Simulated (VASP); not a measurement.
# Au (P6_3/mmc) in VASP: further runs, part 2 of 3

VASP 6.6.1.

### 3 Single point, PBE

This run uses another cell than the first one, of 12.60 Å³/atom, 1.167 times its volume.

The input, INCAR:

```
ALGO = Normal
EDIFF = 1E-7
ENCUT = 520
GGA = PE
ISIF = 2
ISMEAR = -1
LASPH = True
LCHARG = True
LELF = True
LREAL = False
LVHAR = True
LWAVE = False
NBANDS = 30
NELM = 80
PREC = Accurate
SIGMA = 0.1
```

The input, KPOINTS:

```
k-points
0
Gamma
  12 12 4
```

The input, POSCAR:

```
Au
1.0
    2.6060586927      0.0000000000      0.0000000000
   -1.3030293463      2.2569130316      0.0000000000
    0.0000000000      0.0000000000      8.5684797818
Au
4
Direct
    0.0000000000      0.0000000000      0.0000000000
    0.0000000000      0.0000000000      0.5000000000
    0.3333333333      0.6666666667      0.2500000000
    0.6666666667      0.3333333333      0.7500000000
```

Potentials or basis: VASP PAW PBE potentials, release 64 (Au).

Run with:

```bash
$ cat potpaw_PBE.64/Au/POTCAR > POTCAR
$ mpirun -np 1 vasp_std > vasp.out
```

OUTCAR:

```text
EDIFF = 1E-7
   ENCUT = 520
   GGA = PE
   ISIF = 2
   ISMEAR = -1
   LASPH = True
   LREAL = False
   NELM = 80
   PREC = Accurate

 ion  position               nearest neighbor table
   1  0.000  0.000  0.000-   3 2.62   4 2.62   3 2.62   4 2.62   4 2.62   3 2.62
   2  0.000  0.000  0.500-   3 2.62   4 2.62   3 2.62   4 2.62   4 2.62   3 2.62
   3  0.333  0.667  0.250-   1 2.62   2 2.62   1 2.62   2 2.62   1 2.62   2 2.62
   4  0.667  0.333  0.750-   1 2.62   2 2.62   1 2.62   2 2.62   1 2.62   2 2.62

  LATTYP: Found a hexagonal cell.
[... 986 lines left out ...]
     30      29.0761      0.00000

 [... further k-points ...]
[... 5 lines left out ...]
  --------------------------------------------------------------------------------------
  -------------------------------------------------------------------------------------
  Total       43.0731946     43.0731946     43.0822647      0.0000000     -0.0000000      0.0000000
  in kB     1369.3512814   1369.3512814   1369.6396323      0.0000000     -0.0000000      0.0000000
  external PRESSURE =    1369.4473984 kB  Pullay stress =       0.0000000 kB

 VOLUME and BASIS-vectors are now :
 -----------------------------------------------------------------------------
  energy-cutoff  :      520.00
  volume of cell :       50.40
      direct lattice vectors                 reciprocal lattice vectors
     2.606058693  0.000000000  0.000000000     0.383721212  0.221541545  0.000000000
    -1.303029346  2.256913032  0.000000000     0.000000000  0.443083090  0.000000000
     0.000000000  0.000000000  8.568479782     0.000000000  0.000000000  0.116706817

 POSITION                                       TOTAL-FORCE (eV/Angst)
 -----------------------------------------------------------------------------------
      0.00000      0.00000      0.00000         0.000000      0.000000     -0.000000
      0.00000      0.00000      4.28424         0.000000      0.000000     -0.000000
     -0.00000      1.50461      2.14212        -0.000000      0.000000      0.000000
      1.30303      0.75230      6.42636         0.000000     -0.000000      0.000000
 -----------------------------------------------------------------------------------
    total drift:                                0.000000     -0.000000      0.000000

  FREE ENERGIE OF THE ION-ELECTRON SYSTEM (eV)
  ---------------------------------------------------
  free  energy   TOTEN  =        -6.6385553221 eV

  energy  without entropy=       -6.5940121108  energy(sigma->0) =       -6.61628372
```

OSZICAR:

```text
N       E                     dE             d eps       ncg     rms          rms(c)
DAV:   1     0.328924292609E+03    0.32892E+03   -0.23469E+04  3436   0.148E+03
DAV:   2     0.901278875257E+00   -0.32802E+03   -0.31409E+03  3712   0.357E+02
DAV:   3    -0.756694999325E+01   -0.84682E+01   -0.83964E+01  4004   0.594E+01
DAV:   4    -0.761427841624E+01   -0.47328E-01   -0.47321E-01  3750   0.453E+00
DAV:   5    -0.761463474153E+01   -0.35633E-03   -0.35632E-03  3936   0.424E-01    0.488E+01
DAV:   6    -0.685032344950E+01    0.76431E+00   -0.91364E-01  3738   0.743E+00    0.287E+01
DAV:   7    -0.666073702263E+01    0.18959E+00   -0.52929E-01  3780   0.566E+00    0.203E+00
DAV:   8    -0.663851834095E+01    0.22219E-01   -0.88830E-02  3654   0.225E+00    0.515E-01
DAV:   9    -0.663853423687E+01   -0.15896E-04   -0.30254E-04  3942   0.127E-01    0.278E-02
DAV:  10    -0.663855201085E+01   -0.17774E-04   -0.89935E-06  3764   0.240E-02    0.153E-02
DAV:  11    -0.663855528619E+01   -0.32753E-05   -0.10906E-06  3844   0.670E-03    0.267E-03
DAV:  12    -0.663855532210E+01   -0.35909E-07   -0.24865E-08  2268   0.132E-03
   1 F= -.66385553E+01 E0= -.66162837E+01  d E =-.445432E-01
```

It took 71 s on 1 thread of Intel Xeon Platinum 8259CL at 2.50GHz (Skylake/Cascade Lake), shared host; peak memory 0.2 GiB.

Results:

| Item | Value |
| --- | --- |
| Free energy | -6.6386 eV |
| Pressure | 136.9 GPa |
| Band gap on the k mesh | zero (band 22 reaches 19.15 eV, above the bottom of band 23 at 12.67 eV) |

Levels at points of the mesh, in eV from the Fermi level:
| k point | band 19 | band 20 | band 21 | band 22 | band 23 | band 24 | band 25 | band 26 |
| --- | --- | --- | --- | --- | --- | --- | --- | --- |
| (0.00, 0.00, 0.00) | -4.17 | -3.57 | -3.57 | -2.78 | -2.57 | -2.57 | 4.73 | 11.81 |
| (0.50, 0.00, 0.00) | -2.02 | -1.99 | -1.97 | -1.03 | 1.41 | 1.78 | 5.41 | 5.52 |
| (0.00, 0.00, 0.50) | -4.55 | -4.55 | -3.01 | -3.01 | -3.01 | -3.01 | 8.00 | 8.00 |
| (0.50, 0.00, 0.50) | -2.03 | -2.03 | 0.01 | 0.01 | 1.27 | 1.27 | 5.57 | 5.57 |

Caveat: spin-orbit coupling is left out, which moves the levels of the heavy elements.

### 4 Single point, PBE

The input, INCAR:

```
SYSTEM = Au
PREC = Accurate
ENCUT = 520
EDIFF = 1E-6
ISMEAR = -1
SIGMA = 0.1
LREAL = .False.
LASPH = .True.
NELM = 80
ALGO = Normal
ISIF = 2
LWAVE = .False.
LCHARG = .True.
GGA = PE
LELF = .True.
LVHAR = .True.
NBANDS = 30
```

The input, KPOINTS:

```
regular mesh
0
Gamma
  12 12 4
  0 0 0
```

POSCAR is that of step 3.

Potentials or basis: VASP PAW PBE potentials, release 64 (Au).

Run with:

```bash
$ cat potpaw_PBE.64/Au/POTCAR > POTCAR
$ mpirun -np 1 vasp_std > vasp.out
```

OUTCAR:

```text
SYSTEM = Au
   PREC = Accurate
   ENCUT = 520
   EDIFF = 1E-6
   ISMEAR = -1
   LREAL = .False.
   LASPH = .True.
   NELM = 80
   ISIF = 2
   GGA = PE

 ion  position               nearest neighbor table
   1  0.000  0.000  0.000-   3 2.62   4 2.62   3 2.62   4 2.62   4 2.62   3 2.62
   2  0.000  0.000  0.500-   3 2.62   4 2.62   3 2.62   4 2.62   4 2.62   3 2.62
   3  0.333  0.667  0.250-   1 2.62   2 2.62   1 2.62   2 2.62   1 2.62   2 2.62
   4  0.667  0.333  0.750-   1 2.62   2 2.62   1 2.62   2 2.62   1 2.62   2 2.62

  LATTYP: Found a hexagonal cell.
 ALAT       =     2.6060586927
 C/A-ratio  =     3.2879074465

  Lattice vectors:

 A1 = (   2.6060586927,   0.0000000000,   0.0000000000)
 A2 = (  -1.3030293463,   2.2569130316,   0.0000000000)
 A3 = (   0.0000000000,   0.0000000000,   8.5684797818)

Analysis of symmetry for initial positions (statically):
=====================================================================
 Subroutine PRICEL returns:
 Original cell was already a primitive cell.

 Routine SETGRP: Setting up the symmetry group for a
 hexagonal supercell.

 Subroutine GETGRP returns: Found 24 space group operations
 (whereof 12 operations were pure point group operations)
 out of a pool of 24 trial point group operations.

The static configuration has the point symmetry D_3d.
 The point group associated with its full space group is D_6h.

Analysis of symmetry for dynamics (positions and initial velocities):
=====================================================================
 Subroutine PRICEL returns:
 Original cell was already a primitive cell.

 Routine SETGRP: Setting up the symmetry group for a
 hexagonal supercell.

 Subroutine GETGRP returns: Found 24 space group operations
 (whereof 12 operations were pure point group operations)
 out of a pool of 24 trial point group operations.

The dynamic configuration has the point symmetry D_3d.
 The point group associated with its full space group is D_6h.

 Subroutine INISYM returns: Found 24 space group operations
 (whereof 12 operations are pure point group operations),
 and found     1 'primitive' translations

----------------------------------------------------------------------------------------

                                     Primitive cell

  volume of cell :      50.3968

  direct lattice vectors                    reciprocal lattice vectors
     2.606058693  0.000000000  0.000000000     0.383721212  0.221541545  0.000000000
    -1.303029346  2.256913032  0.000000000     0.000000000  0.443083090  0.000000000
     0.000000000  0.000000000  8.568479782     0.000000000  0.000000000  0.116706817

  length of vectors
     2.606058693  2.606058693  8.568479782     0.443083090  0.443083090  0.116706817

  position of ions in fractional coordinates (direct lattice)
     0.000000000  0.000000000  0.000000000
     0.000000000  0.000000000  0.500000000
     0.333333333  0.666666667  0.250000000
     0.666666667  0.333333333  0.750000000

  ion indices of the primitive-cell ions
   primitive index   ion index
                 1           1
                 2           2
                 3           3
                 4           4

----------------------------------------------------------------------------------------

 KPOINTS: regular mesh

Automatic generation of k-mesh.
 Grid dimensions read from file:
 generate k-points for:   12   12    4

 Generating k-lattice:

  Cartesian coordinates                     Fractional coordinates (reciprocal lattice)
     0.031976768  0.018461795  0.000000000     0.083333333  0.000000000  0.000000000
     0.000000000  0.036923591  0.000000000     0.000000000  0.083333333  0.000000000
     0.000000000  0.000000000  0.029176704     0.000000000  0.000000000  0.250000000

  Length of vectors
     0.036923591  0.036923591  0.029176704

  Shift w.r.t. Gamma in fractional coordinates (k-lattice)
     0.000000000  0.000000000  0.000000000

 Subroutine IBZKPT returns following result:
 ===========================================

 Found     57 irreducible k-points:

 Following reciprocal coordinates:
            Coordinates               Weight
  0.000000  0.000000  0.000000      1.000000
  0.083333  0.000000  0.000000      6.000000
  0.166667  0.000000  0.000000      6.000000
  0.250000  0.000000  0.000000      6.000000
  0.333333  0.000000  0.000000      6.000000
  0.416667  0.000000  0.000000      6.000000
[... 16 lines left out ...]
  0.250000  0.000000  0.250000     12.000000
  0.333333  0.000000  0.250000     12.000000
 [... further k-points ...]
   k-points           NKPTS =     57   k-points in BZ     NKDIM =     57   number of bands    NBANDS=     30
   number of dos      NEDOS =    301   number of ions     NIONS =      4
   total plane-waves  NPLWV =  25600
   dimension x,y,z NGX =    20 NGY =   20 NGZ =   64
   dimension x,y,z NGXF=    40 NGYF=   40 NGZF=  128
   ions per type =               4
   NGX,Y,Z   is equivalent  to a cutoff of  12.76, 12.76, 12.42 a.u.
   NGXF,Y,Z  is equivalent  to a cutoff of  25.52, 25.52, 24.83 a.u.
 SYSTEM =  Au
   PREC   = accura    normal or accurate (medium, high low for compatibility)
   ISTART =      0    job   : 0-new  1-cont  2-samecut
   ICHARG =      2    charge: 1-file 2-atom 10-const
   ISPIN  =      1    spin polarized calculation?
   LNONCOLLINEAR =      F non collinear calculations
   LSORBIT =      F    spin-orbit coupling
   LASPH  =      T    aspherical Exc in radial PAW
   ENCUT  =  520.0 eV  38.22 Ry    6.18 a.u.   4.85  4.85 15.93*2*pi/ulx,y,z
   NELM   =     80;   NELMIN=  2; NELMDL= -5     # of ELM steps
   EDIFF  = 0.1E-05   stopping-criterion for ELM
   LREAL  =      F    real-space projection
   EDIFFG = 0.1E-04   stopping-criterion for IOM
   NSW    =      0    number of steps for IOM
   IBRION =     -1    ionic relax: 0-MD 1-quasi-New 2-CG
   NFREE  =      0    steps in history (QN), initial steepest desc. (CG)
   ISIF   =      2    stress and relaxation
   ISYM   =      2    0-nonsym 1-usesym 2-fastsym
   POTIM  = 0.5000    time-step for ionic-motion
   TEBEG  =    0.0;   TEEND  =   0.0 temperature during run
   PSTRESS=    0.0 pullay stress
   NELECT =      44.0000    total number of electrons
   NUPDOWN=      -1.0000    fix difference up-down
   EMIN   =  10.00;   EMAX   =-10.00  energy-range for DOS
   EFERMI =   0.00;   METHOD = LEGACY
   ISMEAR =    -1;   SIGMA  =   0.10  broadening in eV -4-tet -1-fermi 0-gaus
   EFERMI_NEDOS =   21; number of points for ismear=-14 and -15
   IALGO  =     38    algorithm
   IMIX   =      4    mixing-type and parameters
     AMIX     =   0.40;   BMIX     =  1.00
     AMIX_MAG =   1.60;   BMIX_MAG =  1.00
  volume/ion in A,a.u.               =      12.60        85.02
  Fermi-wavevector in a.u.,A,eV,Ry     =   1.564677  2.956811 33.309990  2.448215
  Thomas-Fermi vector in A             =   2.667266
   LORBIT       =      0    0 simple, 1 ext, 2 COOP (PROOUT), +10 PAW based schemes
   GGA     = PE    functional components
   LHFCALC =     F    Hartree Fock is set to
   AEXX    =    0.0000 exact exchange contribution
   IVDW    =     0    specifies the selected vdW correction
   LEPSILON=     F    determine dielectric tensor
   LRPA    =     F    only Hartree local field effects (RPA)
 non-spin polarized calculation
  energy-cutoff  :      520.00
  volume of cell :       50.40
 maximum number of plane-waves:      1380
 NGX is ok and might be reduce to    20

 number of electron      44.0000006 magnetization

 Free energy of the ion-electron system (eV)
  ---------------------------------------------------
  ext. energy  EPLUGINS =         0.00000000
  ---------------------------------------------------
  free energy    TOTEN  =        -6.63855531 eV

  energy without entropy =       -6.59401202  energy(sigma->0) =       -6.61628366

 E-fermi :  15.6802     XC(G=0): -14.5953

 val. band max:       15.6665792181   @ k =   0.2500   0.2500   0.0000
 cond. band min:      15.6860891375   @ k =   0.2500   0.2500   0.2500
 fundamental gap:      0.0195099194
 Fermi energy:        15.6802466120

 k-point     1 :       0.0000    0.0000    0.0000
  band No.  band energies     occupation
      1       1.9202      2.00000
      2       4.1518      2.00000
      3       4.1546      2.00000
      4       4.7438      2.00000
      5       8.3974      2.00000
      6       8.4223      2.00000
[... 781 lines left out ...]
     29      28.4382      0.00000
     30      29.0761      0.00000

 [... further k-points ...]
[... 5 lines left out ...]
  --------------------------------------------------------------------------------------
  -------------------------------------------------------------------------------------
  Total       43.0728154     43.0728154     43.0819782      0.0000000      0.0000000      0.0000000
  in kB     1369.3392254   1369.3392254   1369.6305220      0.0000000      0.0000000      0.0000000
  external PRESSURE =    1369.4363243 kB  Pullay stress =       0.0000000 kB

 VOLUME and BASIS-vectors are now :
 -----------------------------------------------------------------------------
  energy-cutoff  :      520.00
  volume of cell :       50.40
      direct lattice vectors                 reciprocal lattice vectors
     2.606058693  0.000000000  0.000000000     0.383721212  0.221541545  0.000000000
    -1.303029346  2.256913032  0.000000000     0.000000000  0.443083090  0.000000000
     0.000000000  0.000000000  8.568479782     0.000000000  0.000000000  0.116706817

 POSITION                                       TOTAL-FORCE (eV/Angst)
 -----------------------------------------------------------------------------------
      0.00000      0.00000      0.00000         0.000000     -0.000000      0.000000
      0.00000      0.00000      4.28424         0.000000     -0.000000      0.000000
     -0.00000      1.50461      2.14212         0.000000      0.000000     -0.000000
      1.30303      0.75230      6.42636        -0.000000     -0.000000      0.000000
 -----------------------------------------------------------------------------------
    total drift:                                0.000000     -0.000000      0.000000

  FREE ENERGIE OF THE ION-ELECTRON SYSTEM (eV)
  ---------------------------------------------------
  free  energy   TOTEN  =        -6.6385553060 eV

  energy  without entropy=       -6.5940120191  energy(sigma->0) =       -6.61628366
```

OSZICAR:

```text
N       E                     dE             d eps       ncg     rms          rms(c)
DAV:   1     0.328924292609E+03    0.32892E+03   -0.23469E+04  3436   0.148E+03
DAV:   2     0.901278875257E+00   -0.32802E+03   -0.31409E+03  3712   0.357E+02
DAV:   3    -0.756694999325E+01   -0.84682E+01   -0.83964E+01  4004   0.594E+01
DAV:   4    -0.761427841624E+01   -0.47328E-01   -0.47321E-01  3750   0.453E+00
DAV:   5    -0.761463474153E+01   -0.35633E-03   -0.35632E-03  3936   0.424E-01    0.488E+01
DAV:   6    -0.685032344950E+01    0.76431E+00   -0.91364E-01  3738   0.743E+00    0.287E+01
DAV:   7    -0.666073702263E+01    0.18959E+00   -0.52929E-01  3780   0.566E+00    0.203E+00
DAV:   8    -0.663851834095E+01    0.22219E-01   -0.88830E-02  3654   0.225E+00    0.515E-01
DAV:   9    -0.663853423687E+01   -0.15896E-04   -0.30254E-04  3942   0.127E-01    0.278E-02
DAV:  10    -0.663855201085E+01   -0.17774E-04   -0.89935E-06  3764   0.240E-02    0.153E-02
DAV:  11    -0.663855527780E+01   -0.32670E-05   -0.10073E-06  2494   0.670E-03    0.246E-03
DAV:  12    -0.663855530600E+01   -0.28193E-07   -0.99537E-08  2010   0.214E-03
   1 F= -.66385553E+01 E0= -.66162837E+01  d E =-.445433E-01
```

stdout:

```text
POSCAR found type information on POSCAR Au
 POSCAR found :  1 types and       4 ions
 scaLAPACK will be used
 LDA part: xc-table for (Slater+PW92), standard interpolation
 POSCAR, INCAR and KPOINTS ok, starting setup
 FFT: planning ... GRIDC
 FFT: planning ... GRID_SOFT
 FFT: planning ... GRID
 WAVECAR not read
 entering main loop
```

Run time: 74 s. Hardware: 1 thread of Intel Xeon Platinum 8259CL at 2.50GHz (Skylake/Cascade Lake), shared host; peak memory 0.2 GiB.

Results:

```yaml
Free_energy: -6.6386 eV
Pressure: 136.9 GPa
Band_gap_on_the_k_mesh: zero (band 22 reaches 19.15 eV, above the bottom of band 23 at 12.67 eV)
```

Levels at points of the mesh, in eV from the Fermi level:
```tsv
k point	band 20	band 21	band 22	band 23	band 24	band 25
(0.00, 0.00, 0.00)	-3.57	-3.57	-2.78	-2.57	-2.57	4.73
(0.50, 0.00, 0.00)	-1.99	-1.97	-1.03	1.41	1.78	5.41
(0.00, 0.00, 0.50)	-4.55	-3.01	-3.01	-3.01	-3.01	8.00
(0.50, 0.00, 0.50)	-2.03	0.01	0.01	1.27	1.27	5.57
```

Caveat: spin-orbit coupling is left out, which moves the levels of the heavy elements.

(Part 2 of 3 ends here.)
